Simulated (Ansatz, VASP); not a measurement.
**MnCoC4N4 in VASP and in Ansatz**

```xyz
10
Lattice="5.8623 0.0000 0.0000 0.0000 5.8623 0.0000 0.0000 0.0000 5.8623" Properties=species:S:1:pos:R:3 pbc="T T T"
Mn    2.9312    2.9312    2.9312
Co    0.0000    0.0000    0.0000
C     1.1004    1.1004    1.1004
C     1.1004    4.7619    4.7619
C     4.7619    1.1004    4.7619
C     4.7619    4.7619    1.1004
N     1.7782    1.7782    1.7782
N     1.7782    4.0841    4.0841
N     4.0841    1.7782    4.0841
N     4.0841    4.0841    1.7782
```

Alike in both runs: functional PBE; k mesh 6 × 6 × 6; occupations gaussian, width 0.02 eV; collinear spin.

Ansatz relaxed the structure, and its values are those at the end. VASP's run is a single point on that final structure, the one shown.

```csv
,VASP,Ansatz
version,VASP 6.6.1,Ansatz 0.2.0
potentials or method,"VASP PAW PBE potentials, release 64 (Mn_pv, Co, C, N), cutoff 520 eV","scalar-relativistic, plane waves, PAW"
valence electrons in the cell,58,68
```

|  | VASP | Ansatz | Ansatz less VASP |
| --- | --- | --- | --- |
| gap on the k mesh at the Fermi level (eV) | 1.02 | 1.02 | -0.002 |
| least direct gap on the mesh (eV) | 1.18 | 1.18 | 0.000 |
| pressure (GPa) | 0.4 | 0.0 | -0.44 |
| rms of the force components (eV/Å) | 0.166 | 0.000 | -0.1660 |
| net moment per atom (μB) | 0.20 | 0.20 | 0.000 |
| size of the moment on the site where the two differ most (μB) | 4.14 | 3.65 | -0.488 |

Site moments also hang on the region over which each program counts them. VASP's potentials hold 58 valence electrons a cell and Ansatz's 68, so a difference there can come from the potentials and not from the codes.

Noted on VASP's run: the standard files for N, O and F lose accuracy on very short bonds.
